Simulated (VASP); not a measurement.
# Pt (Fm-3m) in VASP: notebook, part 2 of 2

VASP 6.6.1. The steps go on from the part before.

### Step 5. Relaxation of cell and atoms, PBE

This run uses another cell than the first one, of 15.61 Å³/atom, 1.036 times its volume.

Input file INCAR:

```
SYSTEM = Pt
PREC = Accurate
ENCUT = 600
EDIFF = 1E-7
ISMEAR = 0
SIGMA = 0.1
LREAL = .False.
LASPH = .True.
NELM = 100
ALGO = Normal
ISIF = 3
LWAVE = .False.
LCHARG = .False.
GGA = PE
IBRION = 2
NSW = 100
EDIFFG = -0.005
```

Input file KPOINTS:

```
regular mesh
0
Gamma
  18 18 18
  0 0 0
```

Input file POSCAR:

```
Pt
1.0
    0.0000000000      1.9837499383      1.9837499383
    1.9837499383      0.0000000000      1.9837499383
    1.9837499383      1.9837499383      0.0000000000
Pt
1
Direct
    0.0000000000      0.0000000000      0.0000000000
```

Started as:

```sh
$ cat potpaw_PBE.64/Pt/POTCAR > POTCAR
$ mpirun -np 1 vasp_std > vasp.out
```

Wall time 29 s (1 thread of AMD EPYC 9R45 (Zen 5), shared host); peak memory 0.14 GiB.

The run converged. Its results:

* Free energy: -6.1002 eV
* Relaxed volume: 15.62 Å³/atom
* Relaxed cell: a = 2.806 Å, b = 2.806 Å, c = 2.806 Å, α = 60.00°, β = 60.00°, γ = 60.00°
* Space group after relaxing (to 0.05 Å): Fm-3m (No. 225)
* Energy gained by relaxing: 0.0 meV/atom
* Ionic steps: 3
* Pressure after relaxing: 0.0 GPa
* Band gap on the k mesh: zero (band 5 reaches 11.06 eV, above the bottom of band 6 at 8.96 eV)

Final structure:
```xyz
1
Lattice="0.0000 1.9839 1.9839 1.9839 0.0000 1.9839 1.9839 1.9839 0.0000" Properties=species:S:1:pos:R:3 pbc="T T T"
Pt    0.0000    0.0000    0.0000
```

Levels at points of the mesh, in eV from the Fermi level:
```csv
k point,band 3,band 4,band 5,band 6,band 7,band 8
"(0.00, 0.00, 0.00)",-3.58,-3.58,-1.55,-1.55,14.73,19.50
"(0.50, 0.00, 0.00)",-3.64,-0.33,0.03,0.03,5.58,14.29
"(0.50, 0.50, 0.00)",0.00,0.45,0.45,1.85,8.51,11.28
```

Caveat: spin-orbit coupling is left out, which moves the levels of the heavy elements.

### Step 6. Relaxation of cell and atoms, PBE, target pressure -2 GPa, at which the enthalpy is minimised

This run uses another cell than the first one, of 15.95 Å³/atom, 1.058 times its volume.

Input file INCAR:

```
SYSTEM = Pt
  ALGO = Fast
  EDIFF = 1E-6
  EDIFFG = -0.008
  ENCUT = 600
  GGA = PE
  IBRION = 2
  ISIF = 3
  ISMEAR = 0
  LASPH = .True.
  LCHARG = .False.
  LREAL = .False.
  LWAVE = .False.
  NELM = 60
  NSW = 70
  PREC = Accurate
  PSTRESS = -20.0
  SIGMA = 0.1
```

Input file KPOINTS:

```
k-points
0
Gamma
  18 18 18
  0 0 0
```

Input file POSCAR:

```
Pt
1.0
    0.0000000000      1.9977880228      1.9977880228
    1.9977880228      0.0000000000      1.9977880228
    1.9977880228      1.9977880228      0.0000000000
Pt
1
Direct
    0.0000000000      0.0000000000      0.0000000000
```

Potentials or basis: VASP PAW PBE potentials, release 64 (Pt).

Started as:

```sh
$ cat potpaw_PBE.64/Pt/POTCAR > POTCAR
$ mpirun -np 1 vasp_std > vasp.out
```

OUTCAR:

```text
SYSTEM = Pt
   EDIFF = 1E-6
   EDIFFG = -0.008
   ENCUT = 600
   GGA = PE
   IBRION = 2
   ISIF = 3
   ISMEAR = 0
   LASPH = .True.
   LREAL = .False.
   NELM = 60
   NSW = 70
   PREC = Accurate
   PSTRESS = -20.0

 ion  position               nearest neighbor table
   1  0.000  0.000  0.000-

  LATTYP: Found a face centered cubic cell.
 ALAT       =     3.9955760456

  Lattice vectors:

 A1 = (   0.0000000000,   1.9977880228,   1.9977880228)
 A2 = (   1.9977880228,   0.0000000000,   1.9977880228)
 A3 = (   1.9977880228,   1.9977880228,   0.0000000000)

Analysis of symmetry for initial positions (statically):
[... 33 lines left out ...]
                                     Primitive cell

  volume of cell :      15.9470

  direct lattice vectors                    reciprocal lattice vectors
     0.000000000  1.997788023  1.997788023    -0.250276803  0.250276803  0.250276803
     1.997788023  0.000000000  1.997788023     0.250276803 -0.250276803  0.250276803
     1.997788023  1.997788023  0.000000000     0.250276803  0.250276803 -0.250276803

  length of vectors
     2.825298917  2.825298917  2.825298917     0.433492139  0.433492139  0.433492139

  position of ions in fractional coordinates (direct lattice)
     0.000000000  0.000000000  0.000000000
[... 132 lines left out ...]
  --------------------------------------------------------------------------------------
  -------------------------------------------------------------------------------------
  Total       -0.4873587     -0.4873587     -0.4873587      0.0000000     -0.0000000      0.0000000
  in kB      -48.9644779    -48.9644779    -48.9644779      0.0000000     -0.0000000      0.0000000
  external PRESSURE =     -28.9644779 kB  Pullay stress =     -20.0000000 kB
[... 61 lines left out ...]
--------------------------------------- Ionic step        3  -------------------------------------------

 number of electron      10.0000001 magnetization

 Free energy of the ion-electron system (eV)
  ---------------------------------------------------
  ext. energy  EPLUGINS =         0.00000000
  ---------------------------------------------------
  free energy    TOTEN  =        -6.09951663 eV

  energy without entropy =       -6.08813422  energy(sigma->0) =       -6.09382543

 E-fermi :  10.4541     XC(G=0): -13.2327

 val. band max:       10.4534748366   @ k =  -0.3333   0.3889   0.1111
 cond. band min:      10.4638543616   @ k =   0.4444   0.1111   0.0000
 fundamental gap:      0.0103795250
 Fermi energy:        10.4541239776

 k-point     1 :       0.0000    0.0000    0.0000
  band No.  band energies     occupation
      1       0.7149      2.00000
      2       6.9220      2.00000
      3       6.9220      2.00000
      4       6.9220      2.00000
      5       8.9282      2.00000
      6       8.9282      2.00000
      7      25.2051      0.00000
      8      29.9281      0.00000
      9      29.9281      0.00000
[... 265 lines left out ...]
 k-point    24 :      -0.2222    0.0556    0.0000
  band No.  band energies     occupation
      1       2.6916      2.00000
      2       6.4667      2.00000
      3       7.2912      2.00000
      4       7.3539      2.00000
      5       8.7560      2.00000
      6       9.3871      2.00000
      7      23.8934      0.00000
      8      26.9084      0.00000
      9      31.0665      0.00000

 [... further k-points ...]
[... 5 lines left out ...]
  --------------------------------------------------------------------------------------
  -------------------------------------------------------------------------------------
  Total       -0.2007553     -0.2007553     -0.2007553     -0.0000000      0.0000000     -0.0000000
  in kB      -20.4275549    -20.4275549    -20.4275549     -0.0000000      0.0000000     -0.0000000
  external PRESSURE =      -0.4275549 kB  Pullay stress =     -20.0000000 kB
[... 20 lines left out ...]
  energy  without entropy=       -6.0881342181  energy(sigma->0) =       -6.09382543

  enthalpy is  TOTEN    =        -6.2960700260 eV   P V=       -0.1965533921

 reached required accuracy - stopping structural energy minimisation
```

OSZICAR:

```text
N       E                     dE             d eps       ncg     rms          rms(c)
DAV:   1     0.416525046418E+02    0.41653E+02   -0.59698E+03  3574   0.116E+03
DAV:   2    -0.600292398796E+01   -0.47655E+02   -0.45982E+02  3651   0.196E+02
DAV:   3    -0.647781819191E+01   -0.47489E+00   -0.46658E+00  4115   0.202E+01
[... 25 lines left out ...]
RMM:   4    -0.609948963503E+01   -0.29450E-03   -0.94080E-04  3510   0.326E-01    0.373E-02
RMM:   5    -0.609951095394E+01   -0.21319E-04   -0.12730E-04  3508   0.104E-01    0.137E-02
RMM:   6    -0.609951329744E+01   -0.23435E-05   -0.13472E-05  3391   0.349E-02    0.127E-02
RMM:   7    -0.609951437114E+01   -0.10737E-05   -0.34808E-06  2801   0.159E-02    0.128E-02
RMM:   8    -0.609951667001E+01   -0.22989E-05   -0.13406E-06  2476   0.122E-02    0.813E-03
RMM:   9    -0.609951663387E+01    0.36142E-07   -0.24619E-07  2177   0.455E-03
   3 F= -.62960700E+01 E0= -.62903788E+01  d E =-.184183E-02
```

CONTCAR:

```text
Pt
   1.00000000000000
    -0.0000000000000000    1.9893462431680133    1.9893462431680133
     1.9893462431680133   -0.0000000000000000    1.9893462431680133
     1.9893462431680133    1.9893462431680133   -0.0000000000000000
  Pt
     1
Direct
     0.0000000000000000    0.0000000000000000    0.0000000000000000

  0.00000000E+00  0.00000000E+00  0.00000000E+00
```

Run time: 42 s. Hardware: 1 thread of AMD EPYC 9R45 (Zen 5), shared host; peak memory 0.14 GiB.

Results:

```yaml
Free_energy: -6.0995 eV
Relaxed_volume: 15.75 Å³/atom
Relaxed_cell: a = 2.813 Å, b = 2.813 Å, c = 2.813 Å, α = 60.00°, β = 60.00°, γ = 60.00°
Space_group_after_relaxing_to_0.05_Å: Fm-3m (No. 225)
Energy_change_on_relaxing_the_enthalpy_is_what_falls: -4.4 meV/atom
Ionic_steps: 3
Pressure_after_relaxing: -2.0 GPa
Band_gap_on_the_k_mesh: zero (band 5 reaches 10.90 eV, above the bottom of band 6 at 8.84 eV)
```

Step by step:
| step | energy change (eV) | largest force (eV/Å) | pressure (GPa) | volume (Å³) |
| --- | --- | --- | --- | --- |
| 1 | 0.0000 | 0.0000 | -4.90 | 15.95 |
| 2 | 0.0004 | 0.0000 | 5.75 | 15.29 |
| 3 | -0.0044 | 0.0000 | -2.04 | 15.75 |

Final structure:
```cif
data_structure
_symmetry_space_group_name_H-M 'P 1'
_symmetry_Int_Tables_number 1
_cell_length_a 2.8134
_cell_length_b 2.8134
_cell_length_c 2.8134
_cell_angle_alpha 60.000
_cell_angle_beta 60.000
_cell_angle_gamma 60.000
_cell_volume 15.75
loop_
_atom_site_label
_atom_site_type_symbol
_atom_site_fract_x
_atom_site_fract_y
_atom_site_fract_z
_atom_site_occupancy
Pt1 Pt 0.00000 0.00000 0.00000 1
```

Caveat: the cell is relaxed towards a set pressure, so the enthalpy falls and the energy may rise; spin-orbit coupling is left out, which moves the levels of the heavy elements.

### Step 7. Summary

| cell | gap on the mesh (eV) | pressure (GPa) |
| --- | --- | --- |
| relaxed to 10 GPa from a = 2.773 Å, angles 60.0°, 1 atom | none | 10.0 |
| relaxed to 2 GPa from a = 2.789 Å, angles 60.0°, 1 atom | none | 2.0 |
| relaxed to 5 GPa from a = 2.789 Å, angles 60.0°, 1 atom | none | 5.0 |
| relaxed from a = 2.805 Å, angles 60.0°, 1 atom | none | 0.0 |
| relaxed to -2 GPa from a = 2.825 Å, angles 60.0°, 1 atom | none | -2.0 |

Alike in all rows: task relaxation of cell and atoms; level PBE; potentials or basis VASP PAW PBE potentials, release 64 (Pt); no spin polarisation; k mesh 18 × 18 × 18; cutoff (eV) 600; smearing gaussian 0.1 eV.

Caveats: spin-orbit coupling is left out, which moves the levels of the heavy elements; the cell is relaxed towards a set pressure, so the enthalpy falls and the energy may rise (some runs).

Absolute energies hang on the potentials; compare differences alone.
